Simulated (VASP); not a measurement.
# Zn (Im-3m) in VASP: a series of runs

Runs on Zn. Level: PBEsol. Tasks: single point, relaxation of cell and atoms.

Program: VASP 6.6.1. These are calculated values, not measurements. Logs are shortened: lines on timing, memory, paths and dates and some standing lists are left out, and cuts for length are marked.

**1. The cell of the first run**

The structure is cubic, space group Im-3m (No. 229). The conventional cell has a = 3.059 Å, b = 3.059 Å, c = 3.059 Å, α = 90.00°, β = 90.00°, γ = 90.00°. Zn (site symmetry m-3m) has 14 Zn at 2.65 to 3.06 Å within 3.5 Å.

This isn't the form of Zn at room conditions, which is hcp.

**2. Single point, PBEsol**

INCAR reads:

```
SYSTEM = Zn
  PREC = Accurate
  ENCUT = 520
  EDIFF = 1E-7
  ISMEAR = 0
  SIGMA = 0.1
  LREAL = .FALSE.
  LASPH = .TRUE.
  NELM = 100
  ALGO = Fast
  ISIF = 2
  LWAVE = .FALSE.
  LCHARG = .FALSE.
  GGA = PS
  NBANDS = 12
```

KPOINTS reads:

```
regular mesh
0
G
  26 26 26
  0 0 0
```

POSCAR reads:

```
Zn
1.0
   -1.5294624795      1.5294624795      1.5294624795
    1.5294624795     -1.5294624795      1.5294624795
    1.5294624795      1.5294624795     -1.5294624795
Zn
1
Direct
    0.0000000000      0.0000000000      0.0000000000
```

Potentials or basis: VASP PAW PBE potentials, release 64 (Zn).

Run with:

```
> cat potpaw_PBE.64/Zn/POTCAR > POTCAR
> mpirun -np 1 vasp_std > vasp.out
```

OUTCAR:

```text
SYSTEM = Zn
   PREC = Accurate
   ENCUT = 520
   EDIFF = 1E-7
   ISMEAR = 0
   LREAL = .FALSE.
   LASPH = .TRUE.
   NELM = 100
   ISIF = 2
   GGA = PS

 ion  position               nearest neighbor table
   1  0.000  0.000  0.000-

  LATTYP: Found a body centered cubic cell.
 ALAT       =     3.0589249590

  Lattice vectors:

 A1 = (  -1.5294624795,   1.5294624795,   1.5294624795)
 A2 = (   1.5294624795,  -1.5294624795,   1.5294624795)
 A3 = (   1.5294624795,   1.5294624795,  -1.5294624795)

Analysis of symmetry for initial positions (statically):
=====================================================================
 Subroutine PRICEL returns:
 Original cell was already a primitive cell.

 Routine SETGRP: Setting up the symmetry group for a
 body centered cubic supercell.

 Subroutine GETGRP returns: Found 48 space group operations
 (whereof 48 operations were pure point group operations)
 out of a pool of 48 trial point group operations.

The static configuration has the point symmetry O_h .

Analysis of symmetry for dynamics (positions and initial velocities):
=====================================================================
 Subroutine PRICEL returns:
 Original cell was already a primitive cell.

 Routine SETGRP: Setting up the symmetry group for a
 body centered cubic supercell.

 Subroutine GETGRP returns: Found 48 space group operations
 (whereof 48 operations were pure point group operations)
 out of a pool of 48 trial point group operations.

The dynamic configuration has the point symmetry O_h .

 Subroutine INISYM returns: Found 48 space group operations
 (whereof 48 operations are pure point group operations),
 and found     1 'primitive' translations

----------------------------------------------------------------------------------------

                                     Primitive cell

  volume of cell :      14.3112

  direct lattice vectors                    reciprocal lattice vectors
    -1.529462480  1.529462480  1.529462480     0.000000000  0.326912237  0.326912237
     1.529462480 -1.529462480  1.529462480     0.326912237  0.000000000  0.326912237
     1.529462480  1.529462480 -1.529462480     0.326912237  0.326912237  0.000000000

  length of vectors
     2.649106723  2.649106723  2.649106723     0.462323719  0.462323719  0.462323719

  position of ions in fractional coordinates (direct lattice)
     0.000000000  0.000000000  0.000000000

[... 82 lines left out ...]
   ISYM   =      2    0-nonsym 1-usesym 2-fastsym
   POTIM  = 0.5000    time-step for ionic-motion
   TEBEG  =    0.0;   TEEND  =   0.0 temperature during run
   PSTRESS=    0.0 pullay stress
   NELECT =      12.0000    total number of electrons
   NUPDOWN=      -1.0000    fix difference up-down
   EMIN   =  10.00;   EMAX   =-10.00  energy-range for DOS
   EFERMI =   0.00;   METHOD = LEGACY
   ISMEAR =     0;   SIGMA  =   0.10  broadening in eV -4-tet -1-fermi 0-gaus
   EFERMI_NEDOS =   21; number of points for ismear=-14 and -15
   IALGO  =     68    algorithm
   IMIX   =      4    mixing-type and parameters
     AMIX     =   0.40;   BMIX     =  1.00
     AMIX_MAG =   1.60;   BMIX_MAG =  1.00
  volume/ion in A,a.u.               =      14.31        96.58
  Fermi-wavevector in a.u.,A,eV,Ry     =   1.543748  2.917261 32.424834  2.383158
  Thomas-Fermi vector in A             =   2.649367
   LORBIT       =      0    0 simple, 1 ext, 2 COOP (PROOUT), +10 PAW based schemes
   GGA     = PS    functional components
   LHFCALC =     F    Hartree Fock is set to
   AEXX    =    0.0000 exact exchange contribution
   IVDW    =     0    specifies the selected vdW correction
   LEPSILON=     F    determine dielectric tensor
   LRPA    =     F    only Hartree local field effects (RPA)
 non-spin polarized calculation
 RMM-DIIS sequential band-by-band and
 Gauss-broadening in eV      SIGMA  =   0.10
  energy-cutoff  :      520.00
  volume of cell :       14.31
 maximum number of plane-waves:       398
   NGX =  9   NGY =  9   NGZ =  9

 number of electron      11.9999986 magnetization

 Free energy of the ion-electron system (eV)
  ---------------------------------------------------
  ext. energy  EPLUGINS =         0.00000000
  ---------------------------------------------------
  free energy    TOTEN  =        -1.49387832 eV

  energy without entropy =       -1.49253413  energy(sigma->0) =       -1.49320622

 E-fermi :   3.5577     XC(G=0): -12.0372

 val. band max:        3.5496595821   @ k =   0.3077   0.3077   0.0385
 cond. band min:       3.5640684862   @ k =  -0.3846  -0.4231   0.1538
 fundamental gap:      0.0144089041
 Fermi energy:         3.5577456319

 k-point     1 :       0.0000    0.0000    0.0000
  band No.  band energies     occupation
      1      -7.5054      2.00000
      2      -4.4669      2.00000
      3      -4.4669      2.00000
      4      -4.4669      2.00000
      5      -3.8924      2.00000
      6      -3.8924      2.00000
      7      23.7129      0.00000
      8      23.7129      0.00000
      9      23.7129      0.00000
     10      24.8848      0.00000
     11      24.8848      0.00000
     12      24.8848      0.00000
[... 331 lines left out ...]
 k-point    24 :       0.3846    0.0385    0.0000
  band No.  band energies     occupation
      1      -5.2067      2.00000
      2      -4.7832      2.00000
      3      -3.9401      2.00000
      4      -3.8656      2.00000
      5      -3.6260      2.00000
      6      -1.4778      2.00000
      7       5.2993      0.00000
      8      15.3804      0.00000
      9      16.6343      0.00000
     10      20.0916      0.00000
     11      21.6727      0.00000
     12      29.8242      0.00000

 [... further k-points ...]

------------------------ aborting loop because EDIFF is reached ----------------------------------------

  FORCE on cell =-STRESS in cart. coord.  units (eV):
  Direction    XX          YY          ZZ          XY          YZ          ZX
  --------------------------------------------------------------------------------------
  -------------------------------------------------------------------------------------
  Total        0.0407948      0.0407948      0.0407948      0.0000000      0.0000000     -0.0000000
  in kB        4.5670859      4.5670859      4.5670859      0.0000000      0.0000000     -0.0000000
  external PRESSURE =       4.5670859 kB  Pullay stress =       0.0000000 kB

 VOLUME and BASIS-vectors are now :
 -----------------------------------------------------------------------------
  energy-cutoff  :      520.00
  volume of cell :       14.31
      direct lattice vectors                 reciprocal lattice vectors
    -1.529462480  1.529462480  1.529462480     0.000000000  0.326912237  0.326912237
     1.529462480 -1.529462480  1.529462480     0.326912237  0.000000000  0.326912237
     1.529462480  1.529462480 -1.529462480     0.326912237  0.326912237  0.000000000

 POSITION                                       TOTAL-FORCE (eV/Angst)
 -----------------------------------------------------------------------------------
      0.00000      0.00000      0.00000         0.000000     -0.000000     -0.000000
 -----------------------------------------------------------------------------------
    total drift:                                0.000000     -0.000000      0.000000

  FREE ENERGIE OF THE ION-ELECTRON SYSTEM (eV)
  ---------------------------------------------------
  free  energy   TOTEN  =        -1.4938783226 eV

  energy  without entropy=       -1.4925341250  energy(sigma->0) =       -1.49320622
```

It took 55 s on 1 thread of Intel Xeon Platinum 8259CL at 2.50GHz (Skylake/Cascade Lake), shared host; peak memory 0.19 GiB.

Results:

```
Free energy            : -1.4939 eV
Pressure               : 0.5 GPa
Band gap on the k mesh : zero (bands 6 and 7 overlap by 5.15 eV)
```

Caveat: the PAW data sets were made with another functional, which shifts forces and pressure a little.

**3. Relaxation of cell and atoms, PBEsol**

This run uses another cell than the first one, of 14.08 Å³/atom.

INCAR reads:

```
SYSTEM = Zn
PREC = Accurate
ENCUT = 600
EDIFF = 1E-6
ISMEAR = 0
SIGMA = 0.1
LREAL = .False.
LASPH = .True.
NELM = 80
ALGO = Normal
ISIF = 3
LWAVE = .False.
LCHARG = .False.
GGA = PS
IBRION = 2
NSW = 100
EDIFFG = -0.01
```

KPOINTS reads:

```
regular mesh
0
Gamma
  26 26 26
  0 0 0
```

POSCAR reads:

```
Zn
1.0
   -1.5213501246      1.5213501246      1.5213501246
    1.5213501246     -1.5213501246      1.5213501246
    1.5213501246      1.5213501246     -1.5213501246
Zn
1
Direct
    0.0000000000      0.0000000000      0.0000000000
```

Potentials or basis: VASP PAW PBE potentials, release 64 (Zn).

Run with:

```
> cat potpaw_PBE.64/Zn/POTCAR > POTCAR
> mpirun -np 1 vasp_std > vasp.out
```

Wall time 2.1 min (1 thread of Intel Xeon 8259CL, shared host); peak memory 0.22 GiB.

Results (log left out):

```
Free energy                           : -1.4936 eV
Relaxed volume                        : 14.37 Å³/atom
Relaxed cell                          : a = 2.653 Å, b = 2.653 Å, c = 2.653 Å, α = 109.47°, β = 109.47°, γ = 109.47°
Space group after relaxing (to 0.1 Å) : Im-3m (No. 229)
Energy gained by relaxing             : 1.5 meV/atom
Ionic steps                           : 3
Pressure after relaxing               : 0.0 GPa
Band gap on the k mesh                : zero (bands 6 and 7 overlap by 5.15 eV)
```

The path:
```csv
step,energy change (eV),largest force (eV/Å),pressure (GPa),volume (Å³)
1,0.0000,0.0000,1.75,14.08
2,-0.0015,0.0000,-0.16,14.40
3,-0.0015,0.0000,0.00,14.37
```

Final structure:
```
CELL_PARAMETERS angstrom
-1.53160 1.53160 1.53160
1.53160 -1.53160 1.53160
1.53160 1.53160 -1.53160
ATOMIC_POSITIONS crystal
Zn 0.00000 0.00000 0.00000
```

Levels at points of the mesh, in eV from the Fermi level:
```tsv
k point	band 4	band 5	band 6	band 7	band 8	band 9
(0.00, 0.00, 0.00)	-8.01	-7.44	-7.44	20.08	20.08	20.08
(0.50, 0.00, 0.00)	-7.40	-7.06	-3.04	-0.94	11.78	13.08
(0.50, 0.50, 0.50)	-7.15	-7.15	4.21	4.21	4.21	8.24
```

Caveat: the PAW data sets were made with another functional, which shifts forces and pressure a little.
